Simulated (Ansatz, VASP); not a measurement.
## NaCl in VASP and in Ansatz

File INCAR:

```
PREC = Accurate ; ENCUT = 520
EDIFF = 1E-7 ; ISMEAR = 0
SIGMA = 0.05 ; LREAL = False
LASPH = True ; NELM = 80
ALGO = Normal ; ISIF = 2
LWAVE = False ; LCHARG = False
GGA = PE ; NBANDS = 14
```

KPOINTS

```
Automatic mesh
0
Gamma
  8 8 8
```

File POSCAR:

```
NaCl
1.0
    0.0000000000      2.7892737500      2.8317500000
    2.8317500000      0.0000000000      2.8317500000
    2.8317500000      2.7892737500      0.0000000000
Na Cl
1 1
Direct
    0.0000000000      0.0000000000      0.0000000000
    0.5000000000      0.5000000000      0.5000000000
```

Input for Ansatz:

```yaml
crystal:
  lattice:
    - [0.0, 2.78927375, 2.83175]
    - [2.83175, 0.0, 2.83175]
    - [2.83175, 2.78927375, 0.0]
  atoms:
    - { symbol: Na, position: [0.0, 0.0, 0.0] }
    - { symbol: Cl, position: [0.5, 0.5, 0.5] }
basis:
  ecutwfc: 420
kpoints:
  mp_grid: { grid: [8, 8, 8] }
hamiltonian:
  xc: pbe
scf:
  occupations: { method: gaussian, width: 0.05 }
output:
  forces: true
  stress: true
  eigenvalues: true
  write_density: true
  write_potential: true
  elf: true
  volumetric_format: npy
```

Change from the starting cell: strain -0.0150 x Voigt [0, 1, 0, 0, 0, 0], atoms carried along.

Alike in both runs: task single point; functional PBE; k mesh 8 × 8 × 8; occupations gaussian, width 0.05 eV; no spin polarisation.

|  | VASP | Ansatz |
| --- | --- | --- |
| version | VASP 6.6.1 | Ansatz 0.2.0 |
| potentials or method | VASP PAW PBE potentials, release 64 (Na_pv, Cl), cutoff 520 eV | scalar-relativistic, plane waves, PAW |
| valence electrons in the cell | 14 | 16 |

```tsv
	VASP	Ansatz	Ansatz less VASP
gap on the k mesh at the Fermi level (eV)	5.11	5.11	0.000
least direct gap on the mesh (eV)	5.11	5.11	0.000
pressure (GPa)	0.8	0.8	+0.03
traceless stress, the component that is largest in VASP (GPa)	0.44	0.44	-0.003
```

VASP's potentials hold 14 valence electrons a cell and Ansatz's 16, so a difference there can come from the potentials and not from the codes.
